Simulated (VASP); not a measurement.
# W (Im-3m) in VASP: further runs

Runs on W. Level: PBE. Tasks: single point.

Everything below comes from runs of VASP 6.6.1. Logs are shortened: lines on timing, memory, paths and dates and some standing lists are left out, and cuts for length are marked.

## (1) The cell of the first run

The structure is cubic, space group Im-3m (No. 229). Conventional cell: a = 3.184 Å, b = 3.184 Å, c = 3.184 Å, α = 90.00°, β = 90.00°, γ = 90.00°. W (site symmetry m-3m) has 14 W at 2.76 to 3.18 Å within 3.6 Å.

## (2) Single point, PBE

File INCAR:

```
ALGO = Normal ; EDIFF = 1E-6
ENCUT = 500 ; GGA = PE
GGA_COMPAT = False ; ISIF = 2
ISMEAR = -1 ; LASPH = True
LCHARG = False ; LREAL = False
LWAVE = False ; NBANDS = 13
NELM = 120 ; PREC = Accurate
SIGMA = 0.1
```

File KPOINTS:

```
k-points
0
Gamma
  4 4 4
```

File POSCAR:

```
W
1.0
    1.5922416948      1.5922416948      1.5922416948
   -1.5922416948      1.5922416948      1.5922416948
   -1.5922416948     -1.5922416948      1.5922416948
W
1
Direct
    0.0000000000      0.0000000000      0.0000000000
```

Potentials or basis: VASP PAW PBE potentials, release 64 (W_sv).

On the command line:

```console
$ cat potpaw_PBE.64/W_sv/POTCAR > POTCAR
$ mpirun -np 1 vasp_std > vasp.out
```

OUTCAR:

```text
EDIFF = 1E-6
   ENCUT = 500
   GGA = PE
   ISIF = 2
   ISMEAR = -1
   LASPH = True
   LREAL = False
   NELM = 120
   PREC = Accurate

 ion  position               nearest neighbor table
   1  0.000  0.000  0.000-

  LATTYP: Found a body centered cubic cell.
 ALAT       =     3.1844833896

  Lattice vectors:

 A1 = (   1.5922416948,  -1.5922416948,  -1.5922416948)
 A2 = (   1.5922416948,   1.5922416948,   1.5922416948)
 A3 = (  -1.5922416948,  -1.5922416948,   1.5922416948)

Analysis of symmetry for initial positions (statically):
=====================================================================
 Subroutine PRICEL returns:
 Original cell was already a primitive cell.

 Routine SETGRP: Setting up the symmetry group for a
 body centered cubic supercell.

 Subroutine GETGRP returns: Found 48 space group operations
 (whereof 48 operations were pure point group operations)
 out of a pool of 48 trial point group operations.

The static configuration has the point symmetry O_h .

Analysis of symmetry for dynamics (positions and initial velocities):
=====================================================================
 Subroutine PRICEL returns:
 Original cell was already a primitive cell.

 Routine SETGRP: Setting up the symmetry group for a
 body centered cubic supercell.

 Subroutine GETGRP returns: Found 48 space group operations
 (whereof 48 operations were pure point group operations)
 out of a pool of 48 trial point group operations.

The dynamic configuration has the point symmetry O_h .

 Subroutine INISYM returns: Found 48 space group operations
 (whereof 48 operations are pure point group operations),
 and found     1 'primitive' translations

----------------------------------------------------------------------------------------

                                     Primitive cell

  volume of cell :      16.1468

  direct lattice vectors                    reciprocal lattice vectors
     1.592241695  1.592241695  1.592241695     0.314022677  0.000000000  0.314022677
    -1.592241695  1.592241695  1.592241695    -0.314022677  0.314022677  0.000000000
    -1.592241695 -1.592241695  1.592241695     0.000000000 -0.314022677  0.314022677

  length of vectors
     2.757843513  2.757843513  2.757843513     0.444095129  0.444095129  0.444095129

  position of ions in fractional coordinates (direct lattice)
     0.000000000  0.000000000  0.000000000

  ion indices of the primitive-cell ions
   primitive index   ion index
                 1           1

----------------------------------------------------------------------------------------

 KPOINTS: k-points

Automatic generation of k-mesh.
 Grid dimensions read from file:
 generate k-points for:    4    4    4

 Generating k-lattice:

  Cartesian coordinates                     Fractional coordinates (reciprocal lattice)
     0.078505669  0.000000000  0.078505669     0.250000000  0.000000000  0.000000000
    -0.078505669  0.078505669  0.000000000     0.000000000  0.250000000  0.000000000
     0.000000000 -0.078505669  0.078505669     0.000000000  0.000000000  0.250000000

  Length of vectors
     0.111023782  0.111023782  0.111023782

  Shift w.r.t. Gamma in fractional coordinates (k-lattice)
     0.000000000  0.000000000  0.000000000

 Subroutine IBZKPT returns following result:
 ===========================================

 Found      8 irreducible k-points:

 Following reciprocal coordinates:
            Coordinates               Weight
  0.000000  0.000000  0.000000      1.000000
  0.250000  0.000000  0.000000     12.000000
  0.500000  0.000000  0.000000      6.000000
  0.500000  0.250000  0.000000     24.000000
  0.250000  0.250000  0.250000      6.000000
  0.500000  0.250000  0.250000     12.000000
  0.250000 -0.250000  0.250000      2.000000
  0.500000  0.500000  0.500000      1.000000
   k-points           NKPTS =      8   k-points in BZ     NKDIM =      8   number of bands    NBANDS=     13
   number of dos      NEDOS =    301   number of ions     NIONS =      1
   total plane-waves  NPLWV =   8000
   dimension x,y,z NGX =    20 NGY =   20 NGZ =   20
   dimension x,y,z NGXF=    40 NGYF=   40 NGZF=   40
   ions per type =               1
   NGX,Y,Z   is equivalent  to a cutoff of  12.06, 12.06, 12.06 a.u.
   NGXF,Y,Z  is equivalent  to a cutoff of  24.11, 24.11, 24.11 a.u.
 SYSTEM =  unknown system
   PREC   = accura    normal or accurate (medium, high low for compatibility)
   ISTART =      0    job   : 0-new  1-cont  2-samecut
   ICHARG =      2    charge: 1-file 2-atom 10-const
   ISPIN  =      1    spin polarized calculation?
   LNONCOLLINEAR =      F non collinear calculations
   LSORBIT =      F    spin-orbit coupling
   LASPH  =      T    aspherical Exc in radial PAW
   ENCUT  =  500.0 eV  36.75 Ry    6.06 a.u.   5.03  5.03  5.03*2*pi/ulx,y,z
   NELM   =    120;   NELMIN=  2; NELMDL= -5     # of ELM steps
   EDIFF  = 0.1E-05   stopping-criterion for ELM
   LREAL  =      F    real-space projection
   EDIFFG = 0.1E-04   stopping-criterion for IOM
   NSW    =      0    number of steps for IOM
   IBRION =     -1    ionic relax: 0-MD 1-quasi-New 2-CG
   NFREE  =      0    steps in history (QN), initial steepest desc. (CG)
   ISIF   =      2    stress and relaxation
   ISYM   =      2    0-nonsym 1-usesym 2-fastsym
   POTIM  = 0.5000    time-step for ionic-motion
   TEBEG  =    0.0;   TEEND  =   0.0 temperature during run
   PSTRESS=    0.0 pullay stress
   NELECT =      14.0000    total number of electrons
   NUPDOWN=      -1.0000    fix difference up-down
   EMIN   =  10.00;   EMAX   =-10.00  energy-range for DOS
   EFERMI =   0.00;   METHOD = LEGACY
   ISMEAR =    -1;   SIGMA  =   0.10  broadening in eV -4-tet -1-fermi 0-gaus
   EFERMI_NEDOS =   21; number of points for ismear=-14 and -15
   IALGO  =     38    algorithm
   IMIX   =      4    mixing-type and parameters
     AMIX     =   0.40;   BMIX     =  1.00
     AMIX_MAG =   1.60;   BMIX_MAG =  1.00
  volume/ion in A,a.u.               =      16.15       108.96
  Fermi-wavevector in a.u.,A,eV,Ry     =   1.561068  2.949991 33.156495  2.436934
  Thomas-Fermi vector in A             =   2.664188
   LORBIT       =      0    0 simple, 1 ext, 2 COOP (PROOUT), +10 PAW based schemes
   GGA     = PE    functional components
   LHFCALC =     F    Hartree Fock is set to
   AEXX    =    0.0000 exact exchange contribution
   IVDW    =     0    specifies the selected vdW correction
   LEPSILON=     F    determine dielectric tensor
   LRPA    =     F    only Hartree local field effects (RPA)
 non-spin polarized calculation
  energy-cutoff  :      500.00
  volume of cell :       16.15
 maximum number of plane-waves:       420
 NGX is ok and might be reduce to    20
   NGX =  9   NGY =  9   NGZ =  9

 number of electron      14.0000000 magnetization

 Free energy of the ion-electron system (eV)
  ---------------------------------------------------
  ext. energy  EPLUGINS =         0.00000000
  ---------------------------------------------------
  free energy    TOTEN  =       -12.80145612 eV

  energy without entropy =      -12.78628980  energy(sigma->0) =      -12.79387296

 E-fermi :  11.0398     XC(G=0): -13.5153

 val. band max:       10.7176329950   @ k =   0.2500   0.2500   0.2500
 cond. band min:      11.3410649567   @ k =   0.5000   0.2500   0.2500
 fundamental gap:      0.6234319617
 Fermi energy:        11.0397806816

 k-point     1 :       0.0000    0.0000    0.0000
  band No.  band energies     occupation
      1     -62.8831      2.00000
      2     -26.4861      2.00000
      3     -26.4861      2.00000
      4     -26.4861      2.00000
      5       1.6399      2.00000
      6      10.0516      1.99990
      7      10.0516      1.99990
      8      10.0516      1.99990
      9      13.4571      0.00000
     10      13.4571      0.00000
     11      25.6371      0.00000
     12      25.6371      0.00000
     13      25.6371      0.00000

 k-point     2 :       0.2500    0.0000    0.0000
  band No.  band energies     occupation
      1     -62.8213      2.00000
      2     -27.1198      2.00000
      3     -26.6886      2.00000
      4     -26.4893      2.00000
      5       4.0275      2.00000
      6       8.7602      2.00000
      7       9.4050      2.00000
      8      12.7548      0.00000
      9      12.8477      0.00000
     10      13.6436      0.00000
     11      25.8301      0.00000
     12      27.4922      0.00000
     13      30.1183      0.00000

 k-point     3 :       0.5000    0.0000    0.0000
  band No.  band energies     occupation
      1     -62.7589      2.00000
      2     -27.7063      2.00000
      3     -26.8842      2.00000
      4     -26.4927      2.00000
      5       5.0436      2.00000
      6       7.7534      2.00000
      7      11.7917      0.00108
      8      13.3483      0.00000
      9      14.3100      0.00000
     10      17.2676      0.00000
     11      22.0339      0.00000
     12      22.5964      0.00000
     13      27.7865      0.00000

 k-point     4 :       0.5000    0.2500    0.0000
  band No.  band energies     occupation
      1     -62.7588      2.00000
      2     -27.4878      2.00000
      3     -27.0051      2.00000
      4     -26.6158      2.00000
      5       6.4333      2.00000
      6       8.0305      2.00000
      7       9.0226      2.00000
      8      13.0412      0.00000
      9      14.2804      0.00000
     10      18.0768      0.00000
     11      21.9066      0.00000
     12      25.6329      0.00000
     13      27.2620      0.00000

 k-point     5 :       0.2500    0.2500    0.2500
  band No.  band energies     occupation
      1     -62.7671      2.00000
      2     -27.1419      2.00000
      3     -26.9073      2.00000
      4     -26.9073      2.00000
      5       6.0099      2.00000
      6       8.4820      2.00000
      7      10.7176      1.92327
      8      10.7176      1.92327
      9      12.5912      0.00000
     10      14.6425      0.00000
     11      25.5284      0.00000
     12      30.3797      0.00000
     13      30.3799      0.00000

 k-point     6 :       0.5000    0.2500    0.2500
  band No.  band energies     occupation
      1     -62.7126      2.00000
      2     -27.5270      2.00000
      3     -27.1178      2.00000
      4     -26.9302      2.00000
      5       6.4713      2.00000
      6       7.5972      2.00000
      7      10.5667      1.98252
      8      11.3411      0.09370
      9      16.7668      0.00000
     10      18.3055      0.00000
     11      21.1549      0.00000
     12      24.8033      0.00000
     13      28.9726      0.00000

 k-point     7 :       0.2500   -0.2500    0.2500
  band No.  band energies     occupation
      1     -62.7506      2.00000
      2     -27.1019      2.00000
      3     -27.1019      2.00000
      4     -27.1019      2.00000
      5       8.2950      2.00000
      6       8.2950      2.00000
      7       8.2950      2.00000
      8      14.4715      0.00000
      9      14.4715      0.00000
     10      17.6482      0.00000
     11      23.2586      0.00000
     12      23.2586      0.00000
     13      23.2586      0.00000

 k-point     8 :       0.5000    0.5000    0.5000
  band No.  band energies     occupation
      1     -62.6661      2.00000
      2     -27.3420      2.00000
      3     -27.3420      2.00000
      4     -27.3420      2.00000
      5       5.5103      2.00000
      6       5.5103      2.00000
      7      16.3074      0.00000
      8      16.3074      0.00000
      9      16.3074      0.00000
     10      19.2898      0.00000
     11      19.2898      0.00000
     12      19.2898      0.00000
     13      27.0262      0.00000

------------------------ aborting loop because EDIFF is reached ----------------------------------------

  FORCE on cell =-STRESS in cart. coord.  units (eV):
  Direction    XX          YY          ZZ          XY          YZ          ZX
  --------------------------------------------------------------------------------------
  -------------------------------------------------------------------------------------
  Total       -0.0535278     -0.0535278     -0.0535278      0.0000000      0.0000000      0.0000000
  in kB       -5.3113291     -5.3113291     -5.3113291      0.0000000      0.0000000      0.0000000
  external PRESSURE =      -5.3113291 kB  Pullay stress =       0.0000000 kB

 VOLUME and BASIS-vectors are now :
 -----------------------------------------------------------------------------
  energy-cutoff  :      500.00
  volume of cell :       16.15
      direct lattice vectors                 reciprocal lattice vectors
     1.592241695  1.592241695  1.592241695     0.314022677  0.000000000  0.314022677
    -1.592241695  1.592241695  1.592241695    -0.314022677  0.314022677  0.000000000
    -1.592241695 -1.592241695  1.592241695     0.000000000 -0.314022677  0.314022677

 POSITION                                       TOTAL-FORCE (eV/Angst)
 -----------------------------------------------------------------------------------
      0.00000      0.00000      0.00000         0.000000     -0.000000     -0.000000
 -----------------------------------------------------------------------------------
    total drift:                               -0.000000     -0.000000      0.000000

  FREE ENERGIE OF THE ION-ELECTRON SYSTEM (eV)
  ---------------------------------------------------
  free  energy   TOTEN  =       -12.8014561249 eV

  energy  without entropy=      -12.7862898006  energy(sigma->0) =      -12.79387296
```

Run time: 3.7 s. Hardware: 1 thread of Intel Xeon Platinum 8259CL at 2.50GHz (Skylake/Cascade Lake), shared host; peak memory 0.12 GiB.

What came out:

| Item | Value |
| --- | --- |
| Free energy | -12.8015 eV |
| Pressure | -0.5 GPa |
| Band gap on the k mesh | zero (band 7 reaches 16.31 eV, above the bottom of band 8 at 10.05 eV) |

Levels at points of the mesh, in eV from the Fermi level:
```csv
k point,band 5,band 6,band 7,band 8,band 9,band 10
"(0.00, 0.00, 0.00)",-9.40,-0.99,-0.99,-0.99,2.42,2.42
"(0.50, 0.00, 0.00)",-6.00,-3.29,0.75,2.31,3.27,6.23
"(0.50, 0.50, 0.50)",-5.53,-5.53,5.27,5.27,5.27,8.25
```

Caveat: the k points lie up to 0.70 Å⁻¹ apart; spin-orbit coupling is left out, which moves the levels of the heavy elements.

## (3) Single point, PBE

File INCAR:

```
SYSTEM = W
PREC = Accurate ; ENCUT = 500
EDIFF = 1E-6 ; ISMEAR = -1
SIGMA = 0.1 ; LREAL = .False.
LASPH = .True. ; NELM = 120
ALGO = Normal ; ISIF = 2
LWAVE = .False. ; LCHARG = .False.
GGA = PE ; NBANDS = 13
GGA_COMPAT = .False.
```

File KPOINTS:

```
Automatic mesh
0
Gamma
  4 4 4
  0 0 0
```

POSCAR is that of step 2.

Potentials or basis: VASP PAW PBE potentials, release 64 (W_sv).

On the command line:

```console
$ cat potpaw_PBE.64/W_sv/POTCAR > POTCAR
$ mpirun -np 1 vasp_std > vasp.out
```

OUTCAR:

```text
SYSTEM = W
   PREC = Accurate
   ENCUT = 500
   EDIFF = 1E-6
   ISMEAR = -1
   LREAL = .False.
   LASPH = .True.
   NELM = 120
   ISIF = 2
   GGA = PE

 ion  position               nearest neighbor table
   1  0.000  0.000  0.000-

  LATTYP: Found a body centered cubic cell.
 ALAT       =     3.1844833896

  Lattice vectors:

 A1 = (   1.5922416948,  -1.5922416948,  -1.5922416948)
 A2 = (   1.5922416948,   1.5922416948,   1.5922416948)
 A3 = (  -1.5922416948,  -1.5922416948,   1.5922416948)

Analysis of symmetry for initial positions (statically):
=====================================================================
 Subroutine PRICEL returns:
 Original cell was already a primitive cell.

 Routine SETGRP: Setting up the symmetry group for a
 body centered cubic supercell.

 Subroutine GETGRP returns: Found 48 space group operations
 (whereof 48 operations were pure point group operations)
 out of a pool of 48 trial point group operations.

The static configuration has the point symmetry O_h .

[... 148 lines left out ...]
 k-point     1 :       0.0000    0.0000    0.0000
  band No.  band energies     occupation
      1     -62.8831      2.00000
      2     -26.4861      2.00000
      3     -26.4861      2.00000
      4     -26.4861      2.00000
      5       1.6399      2.00000
      6      10.0516      1.99990
      7      10.0516      1.99990
      8      10.0516      1.99990
      9      13.4571      0.00000
     10      13.4571      0.00000
     11      25.6371      0.00000
     12      25.6371      0.00000
     13      25.6371      0.00000
[... 98 lines left out ...]
  band No.  band energies     occupation
      1     -62.6661      2.00000
      2     -27.3420      2.00000
      3     -27.3420      2.00000
      4     -27.3420      2.00000
      5       5.5103      2.00000
      6       5.5103      2.00000
      7      16.3074      0.00000
      8      16.3074      0.00000
      9      16.3074      0.00000
     10      19.2898      0.00000
     11      19.2898      0.00000
     12      19.2898      0.00000
     13      27.0262      0.00000

------------------------ aborting loop because EDIFF is reached ----------------------------------------

  FORCE on cell =-STRESS in cart. coord.  units (eV):
  Direction    XX          YY          ZZ          XY          YZ          ZX
  --------------------------------------------------------------------------------------
  -------------------------------------------------------------------------------------
  Total       -0.0535278     -0.0535278     -0.0535278      0.0000000      0.0000000      0.0000000
  in kB       -5.3113291     -5.3113291     -5.3113291      0.0000000      0.0000000      0.0000000
  external PRESSURE =      -5.3113291 kB  Pullay stress =       0.0000000 kB

 VOLUME and BASIS-vectors are now :
 -----------------------------------------------------------------------------
  energy-cutoff  :      500.00
  volume of cell :       16.15
      direct lattice vectors                 reciprocal lattice vectors
     1.592241695  1.592241695  1.592241695     0.314022677  0.000000000  0.314022677
    -1.592241695  1.592241695  1.592241695    -0.314022677  0.314022677  0.000000000
    -1.592241695 -1.592241695  1.592241695     0.000000000 -0.314022677  0.314022677

 POSITION                                       TOTAL-FORCE (eV/Angst)
 -----------------------------------------------------------------------------------
      0.00000      0.00000      0.00000         0.000000     -0.000000     -0.000000
 -----------------------------------------------------------------------------------
    total drift:                               -0.000000     -0.000000      0.000000

  FREE ENERGIE OF THE ION-ELECTRON SYSTEM (eV)
  ---------------------------------------------------
  free  energy   TOTEN  =       -12.8014561249 eV

  energy  without entropy=      -12.7862898006  energy(sigma->0) =      -12.79387296
```

stdout:

```text
POSCAR found type information on POSCAR W
 POSCAR found :  1 types and       1 ions
 scaLAPACK will be used
 LDA part: xc-table for (Slater+PW92), standard interpolation
 POSCAR, INCAR and KPOINTS ok, starting setup
 FFT: planning ... GRIDC
 FFT: planning ... GRID_SOFT
 FFT: planning ... GRID
 WAVECAR not read
 entering main loop
```

Run time: 3.7 s. Hardware: 1 thread of Intel Xeon Platinum 8259CL at 2.50GHz (Skylake/Cascade Lake), shared host; peak memory 0.12 GiB.

What came out:

* Free energy: -12.8015 eV
* Pressure: -0.5 GPa
* Band gap on the k mesh: zero (band 7 reaches 16.31 eV, above the bottom of band 8 at 10.05 eV)

Caveat: the k points lie up to 0.70 Å⁻¹ apart; spin-orbit coupling is left out, which moves the levels of the heavy elements.
